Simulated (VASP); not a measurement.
# H (P1) in VASP: further runs

The runs below take H through single point, with PBEsol.

Everything below comes from runs of VASP 6.6.1. Logs are shortened: lines on timing, memory, paths and dates and some standing lists are left out, and cuts for length are marked.

### 1 The cell of the first run

The typed cell holds 4 atoms: a = 3.649 Å, b = 3.578 Å, c = 4.112 Å, α = 89.27°, β = 89.46°, γ = 88.60°.

### 2 Single point, PBEsol

Contents of INCAR:

```
SYSTEM = H
  ALGO = Normal
  EDIFF = 1E-6
  ENCUT = 520
  GGA = PS
  ISIF = 2
  ISMEAR = 0
  LASPH = .TRUE.
  LCHARG = .FALSE.
  LREAL = .FALSE.
  LWAVE = .FALSE.
  NBANDS = 10
  NELM = 100
  PREC = Accurate
  SIGMA = 0.02
```

Contents of KPOINTS:

```
k-points
0
G
  1 1 1
  0 0 0
```

Contents of POSCAR:

```
H
1.0
    2.6106004258     -2.5489972608      0.0171045564
    2.5611606291      2.4984677729      0.0231136646
    0.0317472335      0.0048479850      4.1122446782
H
4
Direct
    0.9670020716      0.0132667702      0.0564372334
    0.4541963689      0.5721292699      0.4012082280
    0.5369673576      0.4431455253      0.4925972676
    0.0792056082      0.9373123850      0.9117002412
```

Potentials or basis: VASP PAW PBE potentials, release 64 (H).

Command:

```bash
cat potpaw_PBE.64/H/POTCAR > POTCAR
mpirun -np 1 vasp_gam > vasp.out
```

OUTCAR:

```text
SYSTEM = H
   EDIFF = 1E-6
   ENCUT = 520
   GGA = PS
   ISIF = 2
   ISMEAR = 0
   LASPH = .TRUE.
   LREAL = .FALSE.
   NELM = 100
   PREC = Accurate

 ion  position               nearest neighbor table
   1  0.967  0.013  0.056-   4 0.77
   2  0.454  0.572  0.401-   3 0.66
   3  0.537  0.443  0.493-   2 0.66
   4  0.079  0.937  0.912-   1 0.77

  LATTYP: Found a triclinic cell.
 ALAT       =     5.4163700223
 B/A-ratio  =     0.6605986721
 C/A-ratio  =     1.0102706775
 COS(alpha) =     0.0066143854
 COS(beta)  =     0.5702144879
 COS(gamma) =     0.6508736415

  Lattice vectors:

 A1 = (   2.5294133956,   2.4936197879,  -4.0891310136)
 A2 = (   2.5611606291,   2.4984677729,   0.0231136646)
 A3 = (   2.5788531923,  -2.5538452458,  -4.0951401218)

Analysis of symmetry for initial positions (statically):
=====================================================================
 Subroutine PRICEL returns:
 Original cell was already a primitive cell.

 Routine SETGRP: Setting up the symmetry group for a
 triclinic supercell.

 Subroutine GETGRP returns: Found  1 space group operations
 (whereof  1 operations were pure point group operations)
 out of a pool of  2 trial point group operations.

The static configuration has the point symmetry C_1 .

Analysis of symmetry for dynamics (positions and initial velocities):
=====================================================================
 Subroutine PRICEL returns:
 Original cell was already a primitive cell.

 Routine SETGRP: Setting up the symmetry group for a
 triclinic supercell.

 Subroutine GETGRP returns: Found  1 space group operations
 (whereof  1 operations were pure point group operations)
 out of a pool of  2 trial point group operations.

The dynamic configuration has the point symmetry C_1 .

 Subroutine INISYM returns: Found  1 space group operations
 (whereof  1 operations are pure point group operations),
 and found     1 'primitive' translations

----------------------------------------------------------------------------------------

                                     Primitive cell

  volume of cell :      53.6652

[... 62 lines left out ...]
   ISPIN  =      1    spin polarized calculation?
   LNONCOLLINEAR =      F non collinear calculations
   LSORBIT =      F    spin-orbit coupling
   LASPH  =      T    aspherical Exc in radial PAW
   ENCUT  =  520.0 eV  38.22 Ry    6.18 a.u.   6.78  6.65  7.65*2*pi/ulx,y,z
   NELM   =    100;   NELMIN=  2; NELMDL= -5     # of ELM steps
   EDIFF  = 0.1E-05   stopping-criterion for ELM
   LREAL  =      F    real-space projection
   EDIFFG = 0.1E-04   stopping-criterion for IOM
   NSW    =      0    number of steps for IOM
   IBRION =     -1    ionic relax: 0-MD 1-quasi-New 2-CG
   NFREE  =      0    steps in history (QN), initial steepest desc. (CG)
   ISIF   =      2    stress and relaxation
   ISYM   =      2    0-nonsym 1-usesym 2-fastsym
   POTIM  = 0.5000    time-step for ionic-motion
   TEBEG  =    0.0;   TEEND  =   0.0 temperature during run
   PSTRESS=    0.0 pullay stress
   NELECT =       4.0000    total number of electrons
   NUPDOWN=      -1.0000    fix difference up-down
   EMIN   =  10.00;   EMAX   =-10.00  energy-range for DOS
   EFERMI =   0.00;   METHOD = LEGACY
   ISMEAR =     0;   SIGMA  =   0.02  broadening in eV -4-tet -1-fermi 0-gaus
   EFERMI_NEDOS =   21; number of points for ismear=-14 and -15
   IALGO  =     38    algorithm
   IMIX   =      4    mixing-type and parameters
     AMIX     =   0.40;   BMIX     =  1.00
     AMIX_MAG =   1.60;   BMIX_MAG =  1.00
  volume/ion in A,a.u.               =      13.42        90.54
  Fermi-wavevector in a.u.,A,eV,Ry     =   0.688965  1.301956  6.458321  0.474673
  Thomas-Fermi vector in A             =   1.769916
   LORBIT       =      0    0 simple, 1 ext, 2 COOP (PROOUT), +10 PAW based schemes
   GGA     = PS    functional components
   LHFCALC =     F    Hartree Fock is set to
   AEXX    =    0.0000 exact exchange contribution
   IVDW    =     0    specifies the selected vdW correction
   LEPSILON=     F    determine dielectric tensor
   LRPA    =     F    only Hartree local field effects (RPA)
 non-spin polarized calculation
 Gauss-broadening in eV      SIGMA  =   0.02
  energy-cutoff  :      520.00
  volume of cell :       53.67
 maximum number of plane-waves:       727
 NGX is ok and might be reduce to    28
   NGX = 13   NGY = 13   NGZ = 15

 number of electron       3.9999999 magnetization

 Free energy of the ion-electron system (eV)
  ---------------------------------------------------
  ext. energy  EPLUGINS =         0.00000000
  ---------------------------------------------------
  free energy    TOTEN  =       -13.77571828 eV

  energy without entropy =      -13.77571828  energy(sigma->0) =      -13.77571828

 E-fermi :  -8.5982     XC(G=0):  -5.1981

 val. band max:       -8.7597513011   @ k =   0.0000   0.0000   0.0000
 cond. band min:       2.9556988513   @ k =   0.0000   0.0000   0.0000
 fundamental gap:     11.7154501524
 Fermi energy:        -8.5982366302

 k-point     1 :       0.0000    0.0000    0.0000
  band No.  band energies     occupation
      1     -10.6835      2.00000
      2      -8.7598      2.00000
      3       2.9557      0.00000
      4       3.8889      0.00000
      5       4.9633      0.00000
      6       6.8041      0.00000
      7       6.8666      0.00000
      8       8.3316      0.00000
      9      10.9990      0.00000
     10      11.6285      0.00000

------------------------ aborting loop because EDIFF is reached ----------------------------------------

  FORCE on cell =-STRESS in cart. coord.  units (eV):
  Direction    XX          YY          ZZ          XY          YZ          ZX
  --------------------------------------------------------------------------------------
  -------------------------------------------------------------------------------------
  Total       -2.3706349      0.2109501      0.9420112      0.2234571     -1.3941885     -0.4385740
  in kB      -70.7754875      6.2979317     28.1238159      6.6713293    -41.6236040    -13.0936602
  external PRESSURE =     -12.1179133 kB  Pullay stress =       0.0000000 kB

 VOLUME and BASIS-vectors are now :
 -----------------------------------------------------------------------------
  energy-cutoff  :      520.00
  volume of cell :       53.67
      direct lattice vectors                 reciprocal lattice vectors
     2.610600426 -2.548997261  0.017104556     0.191450087 -0.196242519 -0.001246674
     2.561160629  2.498467773  0.023113665     0.195325686  0.200034539 -0.001743771
     0.031747233  0.004847985  4.112244678    -0.001894187 -0.000308077  0.243191178

 POSITION                                       TOTAL-FORCE (eV/Angst)
 -----------------------------------------------------------------------------------
      2.56023     -2.43147      0.24893        -0.023302      0.247164      0.087435
      2.66378      0.27365      1.67086         0.869335      4.068470     -2.768332
      2.55241     -0.25916      2.04511        -0.874904     -4.139488      2.857886
      2.63633      2.14437      3.77215         0.028871     -0.176145     -0.176990
 -----------------------------------------------------------------------------------
    total drift:                                0.000216     -0.000079     -0.000032

  FREE ENERGIE OF THE ION-ELECTRON SYSTEM (eV)
  ---------------------------------------------------
  free  energy   TOTEN  =       -13.7757182835 eV

  energy  without entropy=      -13.7757182835  energy(sigma->0) =      -13.77571828
```

OSZICAR:

```text
N       E                     dE             d eps       ncg     rms          rms(c)
DAV:   1    -0.888223972830E+01   -0.88822E+01   -0.10804E+03    20   0.201E+02
DAV:   2    -0.146727258854E+02   -0.57905E+01   -0.52364E+01    28   0.537E+01
DAV:   3    -0.148192474840E+02   -0.14652E+00   -0.14649E+00    24   0.696E+00
DAV:   4    -0.148196683194E+02   -0.42084E-03   -0.42080E-03    22   0.399E-01
DAV:   5    -0.148196701983E+02   -0.18789E-05   -0.18790E-05    22   0.275E-02    0.616E+00
DAV:   6    -0.140889884702E+02    0.73068E+00   -0.44272E-01    20   0.236E+00    0.332E+00
DAV:   7    -0.137711438676E+02    0.31784E+00   -0.83682E-01    20   0.349E+00    0.373E-01
DAV:   8    -0.137745092559E+02   -0.33654E-02   -0.53372E-03    20   0.372E-01    0.153E-01
DAV:   9    -0.137756914081E+02   -0.11822E-02   -0.15490E-03    20   0.209E-01    0.260E-02
DAV:  10    -0.137757150986E+02   -0.23691E-04   -0.26975E-05    22   0.309E-02    0.184E-02
DAV:  11    -0.137757179272E+02   -0.28286E-05   -0.28586E-05    20   0.289E-02    0.235E-03
DAV:  12    -0.137757182835E+02   -0.35627E-06   -0.24038E-06    20   0.108E-02
   1 F= -.13775718E+02 E0= -.13775718E+02  d E =-.535632E-30
```

It used 4.6 s of CPU time on 1 thread of Intel Xeon 6975P-C (shared host).

What came out:

```
Free energy            : -13.7757 eV
Pressure               : -1.2 GPa
Largest force          : 5.106 eV/Å
Band gap on the k mesh : 11.72 eV
```

Forces on the atoms (eV/Å):
```
H   -0.023  0.247  0.087
H    0.869  4.068 -2.768
H   -0.875 -4.139  2.858
H    0.029 -0.176 -0.177
```

Stress tensor (GPa, compression positive):
```
-7.08  0.67 -1.31
 0.67  0.63 -4.16
-1.31 -4.16  2.81
```

Caveat: the k points lie up to 1.76 Å⁻¹ apart; the PAW data sets were made with another functional, which shifts forces and pressure a little. A k mesh can miss the band edges.

[end of part 1 of 2]
